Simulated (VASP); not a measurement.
# Li4NbO4 (Cm) in VASP: a series of runs, part 2 of 2

VASP 6.6.1. Earlier steps stand in the parts before.

**4. Single point, PBEsol (atom 1 (Li) moved by +0.405 Å along [1 0 0] and -0.203 Å along [0 1 0])**

File INCAR:

```
ALGO     = Normal         # electronic algorithm
EDIFF    = 1E-6           # SCF threshold, eV
ENCUT    = 520            # plane-wave cutoff, eV
GGA      = PS             # functional
ISIF     = 2              # what is computed and relaxed
ISMEAR   = 0              # smearing method
LASPH    = T              # aspherical terms in the spheres
LCHARG   = F              # write CHGCAR
LREAL    = F              # projectors in reciprocal space
LWAVE    = F              # write WAVECAR
NBANDS   = 34             # bands
NELM     = 80             # most SCF steps
PREC     = Accurate       # precision mode
SIGMA    = 0.05           # smearing width, eV
```

File KPOINTS:

```
k-points
0
Gamma
  10 10 10
```

File POSCAR:

```
Li4NbO4
1.0
   -3.8119495391      3.8119495391      1.6301049253
    3.8119495391     -3.8119495391      1.6301049253
    3.8119495391      3.8119495391     -1.6301049253
Li Nb O
4 1 4
Direct
    0.3607161967      0.2104504461      0.5711666428
    0.8426719780      0.3341549847      0.1768269627
    0.1573280220      0.6658450153      0.8231730373
    0.6658450153      0.8426719780      0.5085169933
    0.0000000000      0.0000000000      0.0000000000
    0.7589255465      0.0797104317      0.8386359782
    0.9202895683      0.7589255465      0.6792151148
    0.0797104317      0.2410744535      0.3207848852
    0.2410744535      0.9202895683      0.1613640218
```

Command:

```console
$ cat potpaw_PBE.64/Li_sv/POTCAR potpaw_PBE.64/Nb_sv/POTCAR potpaw_PBE.64/O/POTCAR > POTCAR
$ mpirun -np 1 vasp_std > vasp.out
```

Wall time 37 min (1 thread of Oxide Virtual Turin-like, shared host); peak memory 0.77 GiB.

Results (log left out):

| Item | Value |
| --- | --- |
| Free energy | -58.8125 eV |
| Largest force | 1.852 eV/Å |
| Band gap on the k mesh | zero (an odd number of electrons rules out a gap without spin polarisation) |

Forces on the atoms (eV/Å):
```
Li  -1.532 -1.040  0.000
Li   0.234  0.015  0.000
Li  -0.022  0.104  0.000
Li  -0.056 -0.314  0.000
Nb   0.976  1.499  0.000
O   -0.091 -0.125  0.000
O    0.438  0.390  0.000
O    0.043  0.010  0.000
O    0.010 -0.539  0.000
```

Levels at points of the mesh, in eV from the Fermi level:
```csv
k point,band 23,band 24,band 25,band 26,band 27,band 28
"(0.00, 0.00, 0.00)",-1.81,-1.49,-1.40,2.93,3.08,3.39
"(0.50, 0.00, 0.00)",-1.83,-1.62,1.94,2.03,3.60,4.44
"(0.50, 0.00, 0.50)",-1.84,-1.62,1.90,2.08,3.59,4.44
"(0.50, 0.50, 0.00)",-1.96,-1.76,-1.53,2.92,3.10,3.44
"(0.00, 0.00, 0.50)",-1.87,-1.85,-1.48,2.94,3.08,3.46
"(0.50, 0.50, 0.50)",-2.03,-1.86,-1.26,2.96,3.07,3.12
```

Caveat: the cell differs from its parent crystal (atom 1 (Li) moved by +0.405 Å along [1 0 0] and -0.203 Å along [0 1 0]); the cutoff is under 1.25 times the usual one of these potentials, so pressure, stress and relaxed cells hold a basis-set (Pulay) error; the PAW data sets were made with another functional, which shifts forces and pressure a little; an odd number of electrons without spin polarisation forces a metal; a magnetic or distorted state may lie lower.

**5. Single point, PBEsol (atom 1 (Li) moved by -0.608 Å along [1 0 0] and -0.405 Å along [0 1 0])**

File INCAR:

```
  ALGO = Normal
  EDIFF = 1E-6
  ENCUT = 520
  GGA = PS
  ISIF = 2
  ISMEAR = 0
  LASPH = True
  LCHARG = False
  LREAL = False
  LWAVE = False
  NBANDS = 34
  NELM = 60
  PREC = Accurate
  SIGMA = 0.05
```

KPOINTS is that of step 4.

Edit POSCAR of step 4 so:

```diff
@@ -8,3 +8,3 @@
 Direct
-    0.3607161967      0.2104504461      0.5711666428
+    0.3872774088      0.0776443859      0.4649217947
     0.8426719780      0.3341549847      0.1768269627
```

Potentials or basis: VASP PAW PBE potentials, release 64 (Li_sv, Nb_sv, O).

Command:

```console
$ cat potpaw_PBE.64/Li_sv/POTCAR potpaw_PBE.64/Nb_sv/POTCAR potpaw_PBE.64/O/POTCAR > POTCAR
$ mpirun -np 1 vasp_std > vasp.out
```

OUTCAR:

```text
EDIFF = 1E-6
   ENCUT = 520
   GGA = PS
   ISIF = 2
   ISMEAR = 0
   LASPH = True
   LREAL = False
   NELM = 60
   PREC = Accurate

 ion  position               nearest neighbor table
   1  0.387  0.078  0.465-   9 1.64   7 2.15   7 2.15   2 2.49   2 2.49
   2  0.843  0.334  0.177-   9 1.92   9 1.92   8 1.94   6 2.04   1 2.49   1 2.49   3 2.51   3 2.51
                             5 2.82
   3  0.157  0.666  0.823-   6 1.92   6 1.92   7 1.94   9 2.04   2 2.51   2 2.51   5 2.82
   4  0.666  0.843  0.509-   8 1.92   8 1.92   6 1.94   7 2.04   5 2.82
[... 1109 lines left out ...]
  in kB       -8.8436732     28.3762723     -4.9031281     21.0326838      0.0000000      0.0000000
  external PRESSURE =       4.8764904 kB  Pullay stress =       0.0000000 kB

 VOLUME and BASIS-vectors are now :
 -----------------------------------------------------------------------------
  energy-cutoff  :      520.00
  volume of cell :       94.75
      direct lattice vectors                 reciprocal lattice vectors
    -3.811949539  3.811949539  1.630104925     0.000000000  0.131166479  0.306728722
     3.811949539 -3.811949539  1.630104925     0.131166479  0.000000000  0.306728722
     3.811949539  3.811949539 -1.630104925     0.131166479  0.131166479  0.000000000

 POSITION                                       TOTAL-FORCE (eV/Angst)
 -----------------------------------------------------------------------------------
      0.59195      2.95256      0.00000         2.925017      0.787570      0.000000
     -1.26439      2.61250      1.63010        -0.585214     -0.201117      0.000000
      5.07634      1.19945      0.00000         0.194433      0.219938      0.000000
      2.61250      1.26439      1.63010        -0.647624      0.614674     -0.000000
      0.00000      0.00000      0.00000         0.107647     -0.208400      0.000000
      0.60770      5.78597      0.00000         0.043280     -0.439549      0.000000
      1.97402      3.20425      1.63010        -0.445762      0.464834     -0.000000
      1.83793      0.60770      0.00000         0.079431     -0.692975      0.000000
      3.20425     -1.97402      1.63010        -1.671209     -0.544974     -0.000000
 -----------------------------------------------------------------------------------
    total drift:                               -0.001318     -0.001697      0.000005

  FREE ENERGIE OF THE ION-ELECTRON SYSTEM (eV)
  ---------------------------------------------------
  free  energy   TOTEN  =       -58.4364476350 eV

  energy  without entropy=      -58.4364476350  energy(sigma->0) =      -58.43644764
```

stdout:

```text
POSCAR found type information on POSCAR LiNbO
 POSCAR found :  3 types and       9 ions
 scaLAPACK will be used
 -----------------------------------------------------------------------------
|                                                                             |
|                                                                             |
|     You enforced a specific xc type in the INCAR file but a different       |
|     I HOPE YOU KNOW WHAT YOU ARE DOING!                                     |
|                                                                             |
 -----------------------------------------------------------------------------

 LDA part: xc-table for (Slater+PW92), standard interpolation
 POSCAR, INCAR and KPOINTS ok, starting setup
 FFT: planning ... GRIDC
 FFT: planning ... GRID_SOFT
 FFT: planning ... GRID
 WAVECAR not read
 entering main loop
```

Wall time 27 min (1 thread of Oxide Virtual Turin-like, shared host); peak memory 0.77 GiB.

Results:

- Free energy: -58.4364 eV
- Largest force: 3.029 eV/Å
- Band gap on the k mesh: zero (an odd number of electrons rules out a gap without spin polarisation)

Forces in eV/Å, atoms in the order of the input:
```
Li   2.925  0.788  0.000
Li  -0.585 -0.201  0.000
Li   0.194  0.220  0.000
Li  -0.648  0.615  0.000
Nb   0.108 -0.208  0.000
O    0.043 -0.440  0.000
O   -0.446  0.465  0.000
O    0.079 -0.693  0.000
O   -1.671 -0.545  0.000
```

Levels at points of the mesh, in eV from the Fermi level:
```tsv
k point	band 21	band 22	band 23	band 24	band 25	band 26	band 27	band 28	band 29	band 30
(0.00, 0.00, 0.00)	-2.57	-1.89	-1.84	-1.82	-1.63	2.76	3.00	3.16	3.57	6.11
(0.50, 0.00, 0.00)	-3.05	-2.19	-1.99	-1.96	1.63	1.92	3.36	4.21	4.95	5.28
(0.50, 0.00, 0.50)	-2.68	-2.36	-2.04	-1.92	1.71	1.87	3.40	4.21	4.82	5.44
(0.50, 0.50, 0.00)	-2.55	-2.04	-1.96	-1.82	-1.69	2.75	2.99	3.19	4.03	6.04
(0.00, 0.00, 0.50)	-2.48	-2.10	-2.08	-1.95	-1.91	2.73	3.00	3.26	4.00	5.92
(0.50, 0.50, 0.50)	-2.65	-2.13	-2.07	-2.02	-1.55	2.48	2.78	3.01	4.33	6.05
```

Caveat: the cell differs from its parent crystal (atom 1 (Li) moved by -0.608 Å along [1 0 0] and -0.405 Å along [0 1 0]); the cutoff is under 1.25 times the usual one of these potentials, so pressure, stress and relaxed cells hold a basis-set (Pulay) error; the PAW data sets were made with another functional, which shifts forces and pressure a little; an odd number of electrons without spin polarisation forces a metal; a magnetic or distorted state may lie lower.

**6. Overview**

```tsv
cell	gap on the mesh (eV)	largest force (eV/Å)
as given, atomic positions A	none	16.98
as given, atomic positions B	none	15.59
as given, atomic positions C	none	1.85
as given, atomic positions D	none	3.03
```

Alike in all rows: task single point; level PBEsol; potentials or basis VASP PAW PBE potentials, release 64 (Li_sv, Nb_sv, O); no spin polarisation; k mesh 10 × 10 × 10; cutoff (eV) 520; smearing gaussian 0.05 eV.

Caveats: the cutoff is under 1.25 times the usual one of these potentials, so pressure, stress and relaxed cells hold a basis-set (Pulay) error; the PAW data sets were made with another functional, which shifts forces and pressure a little; an odd number of electrons without spin polarisation forces a metal; a magnetic or distorted state may lie lower; atoms lie so close that the PAW spheres overlap strongly, which falsifies energies and pressures (at least some runs).

Total energies depend on the potentials used, so only differences within one code and one set of settings carry meaning.
